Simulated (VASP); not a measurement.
A run of VASP 6.6.1:

INCAR

```
PREC = Accurate
ENCUT = 520
EDIFF = 1E-7
ISMEAR = 0
SIGMA = 0.01
LREAL = False
LASPH = True
NELM = 100
ALGO = Normal
ISIF = 2
LWAVE = False
LCHARG = False
GGA = PE
NBANDS = 15
```

The input KPOINTS:

```
regular mesh
0
Gamma
  6 6 6
```

Contents of POSCAR:

```
KCl
1.0
    0.0000000000      3.1673081569      3.1673081569
    3.1673081569      0.0000000000      3.1673081569
    3.1673081569      3.1673081569      0.0000000000
K Cl
1 1
Direct
    0.0000000000      0.0000000000      0.0000000000
    0.5000000000      0.5000000000      0.5000000000
```

Potentials or basis: VASP PAW PBE potentials, release 64 (K_sv, Cl).

The run is started by

```console
$ cat potpaw_PBE.64/K_sv/POTCAR potpaw_PBE.64/Cl/POTCAR > POTCAR
$ mpirun -np 1 vasp_std > vasp.out
```

Hardware: 1 thread of Intel(R) Xeon(R) Platinum 8259CL CPU @ 2.50GHz (Skylake/Cascade Lake), on a shared host.

How long does it take, and how much memory?

Run time: 16 s on 1 thread of Intel(R) Xeon(R) Platinum 8259CL CPU @ 2.50GHz (Skylake/Cascade Lake), with other jobs on the host, peak memory 0.2 GiB. Counts: scf iterations 15, k points 16.
